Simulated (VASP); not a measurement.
# S (Im-3m) in VASP: notebook

The runs below take S through single point, with LDA.

Everything below comes from runs of VASP 6.6.1. Logs are shortened: lines on timing, memory, paths and dates and some standing lists are left out, and cuts for length are marked.

## Step 1: The cell of the first run

The structure is cubic, space group Im-3m (No. 229). Conventional cell: a = 2.861 Å, b = 2.861 Å, c = 2.861 Å, α = 90.00°, β = 90.00°, γ = 90.00°. Within 3.3 Å of S (site symmetry m-3m) lie 14 S at 2.48 to 2.86 Å.

## Step 2: Single point, LDA (volume scaled by 0.8)

Contents of INCAR:

```
SYSTEM = S
ALGO = Normal ; EDIFF = 1E-6
ENCUT = 520 ; GGA = CA
ISIF = 2 ; ISMEAR = -1
LASPH = .True. ; LCHARG = .False.
LREAL = .False. ; LWAVE = .False.
NBANDS = 9 ; NELM = 100
PREC = Accurate ; SIGMA = 0.08
```

Contents of KPOINTS:

```
k-points
0
Gamma
  16 16 16
  0 0 0
```

Contents of POSCAR:

```
S
1.0
   -1.4305240323      1.4305240323      1.4305240323
    1.4305240323     -1.4305240323      1.4305240323
    1.4305240323      1.4305240323     -1.4305240323
S
1
Direct
    0.0000000000      0.0000000000      0.0000000000
```

Potentials or basis: VASP PAW LDA potentials, release 64 (S).

Launch:

```console
> cat potpaw_LDA.64/S/POTCAR > POTCAR
> mpirun -np 1 vasp_std > vasp.out
```

OUTCAR:

```text
SYSTEM = S
   EDIFF = 1E-6
   ENCUT = 520
   GGA = CA
   ISIF = 2
   ISMEAR = -1
   LASPH = .True.
   LREAL = .False.
   NELM = 100
   PREC = Accurate

 ion  position               nearest neighbor table
   1  0.000  0.000  0.000-

  LATTYP: Found a body centered cubic cell.
 ALAT       =     2.8610480646

  Lattice vectors:

 A1 = (  -1.4305240323,   1.4305240323,   1.4305240323)
 A2 = (   1.4305240323,  -1.4305240323,   1.4305240323)
 A3 = (   1.4305240323,   1.4305240323,  -1.4305240323)

Analysis of symmetry for initial positions (statically):
=====================================================================
 Subroutine PRICEL returns:
 Original cell was already a primitive cell.

 Routine SETGRP: Setting up the symmetry group for a
 body centered cubic supercell.

 Subroutine GETGRP returns: Found 48 space group operations
 (whereof 48 operations were pure point group operations)
 out of a pool of 48 trial point group operations.

The static configuration has the point symmetry O_h .

Analysis of symmetry for dynamics (positions and initial velocities):
=====================================================================
 Subroutine PRICEL returns:
 Original cell was already a primitive cell.

 Routine SETGRP: Setting up the symmetry group for a
 body centered cubic supercell.

 Subroutine GETGRP returns: Found 48 space group operations
 (whereof 48 operations were pure point group operations)
 out of a pool of 48 trial point group operations.

The dynamic configuration has the point symmetry O_h .

 Subroutine INISYM returns: Found 48 space group operations
 (whereof 48 operations are pure point group operations),
 and found     1 'primitive' translations

----------------------------------------------------------------------------------------

                                     Primitive cell

  volume of cell :      11.7097

  direct lattice vectors                    reciprocal lattice vectors
    -1.430524032  1.430524032  1.430524032     0.000000000  0.349522265  0.349522265
     1.430524032 -1.430524032  1.430524032     0.349522265  0.000000000  0.349522265
     1.430524032  1.430524032 -1.430524032     0.349522265  0.349522265  0.000000000

  length of vectors
     2.477740305  2.477740305  2.477740305     0.494299128  0.494299128  0.494299128

  position of ions in fractional coordinates (direct lattice)
     0.000000000  0.000000000  0.000000000

  ion indices of the primitive-cell ions
   primitive index   ion index
                 1           1

----------------------------------------------------------------------------------------

 KPOINTS: k-points

Automatic generation of k-mesh.
 Grid dimensions read from file:
 generate k-points for:   16   16   16

 Generating k-lattice:

  Cartesian coordinates                     Fractional coordinates (reciprocal lattice)
     0.000000000  0.021845142  0.021845142     0.062500000  0.000000000  0.000000000
     0.021845142  0.000000000  0.021845142     0.000000000  0.062500000  0.000000000
     0.021845142  0.021845142  0.000000000     0.000000000  0.000000000  0.062500000

  Length of vectors
     0.030893695  0.030893695  0.030893695

  Shift w.r.t. Gamma in fractional coordinates (k-lattice)
     0.000000000  0.000000000  0.000000000

 Subroutine IBZKPT returns following result:
 ===========================================

 Found    145 irreducible k-points:

 Following reciprocal coordinates:
            Coordinates               Weight
  0.000000  0.000000  0.000000      1.000000
  0.062500  0.000000  0.000000     12.000000
  0.125000  0.000000  0.000000     12.000000
  0.187500  0.000000  0.000000     12.000000
  0.250000  0.000000  0.000000     12.000000
  0.312500  0.000000  0.000000     12.000000
[... 16 lines left out ...]
  0.187500  0.187500  0.000000     24.000000
  0.250000  0.187500  0.000000     48.000000
 [... further k-points ...]
   k-points           NKPTS =    145   k-points in BZ     NKDIM =    145   number of bands    NBANDS=      9
   number of dos      NEDOS =    301   number of ions     NIONS =      1
   total plane-waves  NPLWV =   5832
   dimension x,y,z NGX =    18 NGY =   18 NGZ =   18
   dimension x,y,z NGXF=    36 NGYF=   36 NGZF=   36
   ions per type =               1
   NGX,Y,Z   is equivalent  to a cutoff of  12.08, 12.08, 12.08 a.u.
   NGXF,Y,Z  is equivalent  to a cutoff of  24.15, 24.15, 24.15 a.u.
 SYSTEM =  S
   PREC   = accura    normal or accurate (medium, high low for compatibility)
   ISTART =      0    job   : 0-new  1-cont  2-samecut
   ICHARG =      2    charge: 1-file 2-atom 10-const
   ISPIN  =      1    spin polarized calculation?
   LNONCOLLINEAR =      F non collinear calculations
   LSORBIT =      F    spin-orbit coupling
   LASPH  =      T    aspherical Exc in radial PAW
   ENCUT  =  520.0 eV  38.22 Ry    6.18 a.u.   4.61  4.61  4.61*2*pi/ulx,y,z
   NELM   =    100;   NELMIN=  2; NELMDL= -5     # of ELM steps
   EDIFF  = 0.1E-05   stopping-criterion for ELM
   LREAL  =      F    real-space projection
[... 7 lines left out ...]
   TEBEG  =    0.0;   TEEND  =   0.0 temperature during run
   PSTRESS=    0.0 pullay stress
   NELECT =       6.0000    total number of electrons
   NUPDOWN=      -1.0000    fix difference up-down
   EMIN   =  10.00;   EMAX   =-10.00  energy-range for DOS
   EFERMI =   0.00;   METHOD = LEGACY
   ISMEAR =    -1;   SIGMA  =   0.08  broadening in eV -4-tet -1-fermi 0-gaus
   EFERMI_NEDOS =   21; number of points for ismear=-14 and -15
   IALGO  =     38    algorithm
   IMIX   =      4    mixing-type and parameters
     AMIX     =   0.40;   BMIX     =  1.00
     AMIX_MAG =   1.60;   BMIX_MAG =  1.00
  volume/ion in A,a.u.               =      11.71        79.02
  Fermi-wavevector in a.u.,A,eV,Ry     =   1.310016  2.475572 23.349545  1.716143
  Thomas-Fermi vector in A             =   2.440576
   LORBIT       =      0    0 simple, 1 ext, 2 COOP (PROOUT), +10 PAW based schemes
   GGA     = CA    functional components
   LHFCALC =     F    Hartree Fock is set to
   AEXX    =    0.0000 exact exchange contribution
   IVDW    =     0    specifies the selected vdW correction
   LEPSILON=     F    determine dielectric tensor
   LRPA    =     F    only Hartree local field effects (RPA)
 non-spin polarized calculation
  energy-cutoff  :      520.00
  volume of cell :       11.71
 maximum number of plane-waves:       327
   NGX =  9   NGY =  9   NGZ =  9

 number of electron       5.9999998 magnetization

 Free energy of the ion-electron system (eV)
  ---------------------------------------------------
  ext. energy  EPLUGINS =         0.00000000
  ---------------------------------------------------
  free energy    TOTEN  =        -3.58522115 eV

  energy without entropy =       -3.57553921  energy(sigma->0) =       -3.58038018

 E-fermi :  12.6662     XC(G=0): -12.7524

 val. band max:       12.6489344922   @ k =   0.1250   0.1250   0.1250
 cond. band min:      12.6978543152   @ k =   0.1875   0.0000   0.0000
 fundamental gap:      0.0489198229
 Fermi energy:        12.6661907340

 k-point     1 :       0.0000    0.0000    0.0000
  band No.  band energies     occupation
      1      -7.8521      2.00000
      2      17.5372      0.00000
      3      17.5372      0.00000
      4      17.5372      0.00000
      5      25.0060      0.00000
      6      25.0060      0.00000
      7      25.0060      0.00000
      8      29.5259      0.00000
      9      29.5259      0.00000

 k-point     2 :       0.0625    0.0000    0.0000
  band No.  band energies     occupation
      1      -7.7222      2.00000
      2      16.8259      0.00000
      3      17.1754      0.00000
      4      17.4754      0.00000
      5      24.6476      0.00000
      6      25.0544      0.00000
      7      25.6038      0.00000
      8      28.7589      0.00000
      9      29.3986      0.00000

 k-point     3 :       0.1250    0.0000    0.0000
  band No.  band energies     occupation
      1      -7.3335      2.00000
      2      15.0337      0.00000
      3      16.3416      0.00000
      4      17.2977      0.00000
      5      23.7885      0.00000
      6      24.6470      0.00000
      7      27.1422      0.00000
      8      28.1664      0.00000
      9      29.2092      0.00000

 k-point     4 :       0.1875    0.0000    0.0000
  band No.  band energies     occupation
      1      -6.6892      2.00000
      2      12.6979      0.80465
      3      15.3934      0.00000
      4      17.0293      0.00000
      5      22.7734      0.00000
      6      23.5852      0.00000
      7      28.5729      0.00000
      8      29.2256      0.00000
      9      29.2527      0.00000

 k-point     5 :       0.2500    0.0000    0.0000
  band No.  band energies     occupation
      1      -5.7958      2.00000
      2      10.1700      2.00000
      3      14.5187      0.00000
      4      16.7125      0.00000
      5      21.8139      0.00000
      6      22.4753      0.00000
      7      29.4304      0.00000
      8      29.5673      0.00000
      9      31.7232      0.00000

 k-point     6 :       0.3125    0.0000    0.0000
  band No.  band energies     occupation
      1      -4.6667      2.00000
      2       7.6523      2.00000
      3      13.7984      0.00000
      4      16.3992      0.00000
      5      21.0123      0.00000
      6      21.5626      0.00000
      7      30.2525      0.00000
      8      30.4782      0.00000
      9      34.4202      0.00000
[... 169 lines left out ...]
 k-point    21 :       0.3750    0.1250    0.0000
  band No.  band energies     occupation
      1      -1.5655      2.00000
      2       3.5593      2.00000
      3      10.8584      2.00000
      4      14.6243      0.00000
      5      21.1290      0.00000
      6      23.4215      0.00000
      7      30.2191      0.00000
      8      32.5462      0.00000
      9      37.9088      0.00000

 k-point    22 :       0.4375    0.1250    0.0000
  band No.  band energies     occupation
      1      -0.7202      2.00000
      2       2.5073      2.00000
      3      10.7322      2.00000
      4      14.5427      0.00000
      5      21.0221      0.00000
      6      23.3760      0.00000
      7      31.4089      0.00000
      8      31.4957      0.00000
      9      38.5216      0.00000

 k-point    23 :       0.1875    0.1875    0.0000
  band No.  band energies     occupation
      1      -4.4151      2.00000
      2       8.6989      2.00000
      3      11.0353      2.00000
      4      15.1083      0.00000
      5      22.3959      0.00000
      6      24.3420      0.00000
      7      28.7606      0.00000
      8      30.4193      0.00000
      9      33.9720      0.00000

 k-point    24 :       0.2500    0.1875    0.0000
  band No.  band energies     occupation
      1      -3.1983      2.00000
      2       6.8610      2.00000
      3       9.7806      2.00000
      4      14.6422      0.00000
      5      22.2361      0.00000
      6      24.6056      0.00000
      7      29.2626      0.00000
      8      31.3766      0.00000
      9      35.1776      0.00000

 [... further k-points ...]

------------------------ aborting loop because EDIFF is reached ----------------------------------------

  FORCE on cell =-STRESS in cart. coord.  units (eV):
  Direction    XX          YY          ZZ          XY          YZ          ZX
  --------------------------------------------------------------------------------------
  -------------------------------------------------------------------------------------
  Total        2.6537838      2.6537838      2.6537838      0.0000000      0.0000000      0.0000000
  in kB      363.1036784    363.1036784    363.1036784      0.0000000      0.0000000      0.0000000
  external PRESSURE =     363.1036784 kB  Pullay stress =       0.0000000 kB

 VOLUME and BASIS-vectors are now :
 -----------------------------------------------------------------------------
  energy-cutoff  :      520.00
  volume of cell :       11.71
      direct lattice vectors                 reciprocal lattice vectors
    -1.430524032  1.430524032  1.430524032     0.000000000  0.349522265  0.349522265
     1.430524032 -1.430524032  1.430524032     0.349522265  0.000000000  0.349522265
     1.430524032  1.430524032 -1.430524032     0.349522265  0.349522265  0.000000000

 POSITION                                       TOTAL-FORCE (eV/Angst)
 -----------------------------------------------------------------------------------
      0.00000      0.00000      0.00000         0.000000      0.000000     -0.000000
 -----------------------------------------------------------------------------------
    total drift:                                0.000000      0.000000      0.000000

  FREE ENERGIE OF THE ION-ELECTRON SYSTEM (eV)
  ---------------------------------------------------
  free  energy   TOTEN  =        -3.5852211488 eV

  energy  without entropy=       -3.5755392087  energy(sigma->0) =       -3.58038018
```

Wall time 7.5 s (1 thread of Intel Xeon Platinum 8488C (Sapphire Rapids), shared host); peak memory 0.11 GiB.

Results:

- Free energy: -3.5852 eV
- Pressure: 36.3 GPa
- Band gap on the k mesh: zero (band 3 reaches 17.54 eV, above the bottom of band 4 at 6.18 eV)

Levels at points of the mesh, in eV from the Fermi level:
| k point | band 1 | band 2 | band 3 | band 4 | band 5 | band 6 | band 7 |
| --- | --- | --- | --- | --- | --- | --- | --- |
| (0.00, 0.00, 0.00) | -20.52 | 4.87 | 4.87 | 4.87 | 12.34 | 12.34 | 12.34 |
| (0.50, 0.00, 0.00) | -13.71 | -10.54 | 0.17 | 3.24 | 7.26 | 7.70 | 20.34 |
| (0.50, 0.50, 0.50) | -8.04 | -5.02 | -5.02 | -5.02 | 1.79 | 1.79 | 25.14 |

## Step 3: Single point, LDA (volume scaled by 0.8)

Contents of INCAR:

```
PREC = Accurate ; ENCUT = 520
EDIFF = 1E-7 ; ISMEAR = -1
SIGMA = 0.08 ; LREAL = False
LASPH = True ; NELM = 80
ALGO = Normal ; ISIF = 2
LWAVE = False ; LCHARG = False
NBANDS = 9
```

Contents of KPOINTS:

```
regular mesh
0
Gamma
  16 16 16
```

POSCAR is that of step 2.

Potentials or basis: VASP PAW LDA potentials, release 64 (S).

Launch:

```console
> cat potpaw_LDA.64/S/POTCAR > POTCAR
> mpirun -np 1 vasp_std > vasp.out
```

Wall time 7.3 s (1 thread of Intel Xeon Platinum 8488C (Sapphire Rapids), shared host); peak memory 0.11 GiB.

Results (log left out):

```yaml
Free_energy: -3.5852 eV
Pressure: 36.3 GPa
Band_gap_on_the_k_mesh: zero (band 3 reaches 17.54 eV, above the bottom of band 4 at 6.18 eV)
```

Levels at points of the mesh, in eV from the Fermi level:
| k point | band 1 | band 2 | band 3 | band 4 | band 5 | band 6 |
| --- | --- | --- | --- | --- | --- | --- |
| (0.00, 0.00, 0.00) | -20.52 | 4.87 | 4.87 | 4.87 | 12.34 | 12.34 |
| (0.50, 0.00, 0.00) | -13.71 | -10.54 | 0.17 | 3.24 | 7.26 | 7.70 |
| (0.50, 0.50, 0.50) | -8.04 | -5.02 | -5.02 | -5.02 | 1.79 | 1.79 |
